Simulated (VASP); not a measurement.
Set up this calculation in VASP 6.6.1, as the native input.

- Task: single point
- Functional: PBEsol
- Potentials or basis: VASP PAW PBE potentials, release 64 (Rb_sv, Br)
- Cutoff: 520 eV
- k mesh: 6 × 6 × 6
- Occupations: gaussian, width 0.05 eV
- Spin: no spin polarisation
- Dipole correction: no
- Further INCAR settings: ALGO = Normal; EDIFF = 1e-06; NBANDS = 15

The structure of RbBr lies in POSCAR:

```
RbBr
1.0
    4.3323811650      0.0000000000      0.0000000000
    0.0000000000      4.3323811650      0.0000000000
    0.0000000000      0.0000000000      4.2292292325
Rb Br
1 1
Direct
    0.0000000000      0.0000000000      0.0000000000
    0.5000000000      0.5000000000      0.5000000000
```

This cell differs from its parent crystal: strain +0.050 along x and y, +0.025 along z.

One way to write it, as run:

INCAR

```
  PREC = Accurate
  ENCUT = 520
  EDIFF = 1E-6
  ISMEAR = 0
  SIGMA = 0.05
  LREAL = False
  LASPH = True
  NELM = 60
  ALGO = Normal
  ISIF = 2
  LWAVE = False
  LCHARG = True
  GGA = PS
  LELF = True
  LVHAR = True
  NBANDS = 15
```

KPOINTS

```
Automatic mesh
0
Gamma
  6 6 6
```

Potentials or basis: VASP PAW PBE potentials, release 64 (Rb_sv, Br).

Command:

```sh
$ cat potpaw_PBE.64/Rb_sv/POTCAR potpaw_PBE.64/Br/POTCAR > POTCAR
$ mpirun -np 1 vasp_std > vasp.out
```

It gave:

The pressure is -1.8 GPa and the band gap on the k mesh is 3.49 eV (least direct gap 3.63 eV).

Caveat: the cell differs from its parent crystal (strain +0.050 along x and y, +0.025 along z); the PAW data sets were made with another functional, which shifts forces and pressure a little.

Wall time 36 s on 1 thread of Intel Xeon 8259CL, with other jobs on the host, peak memory 0.2 GiB.
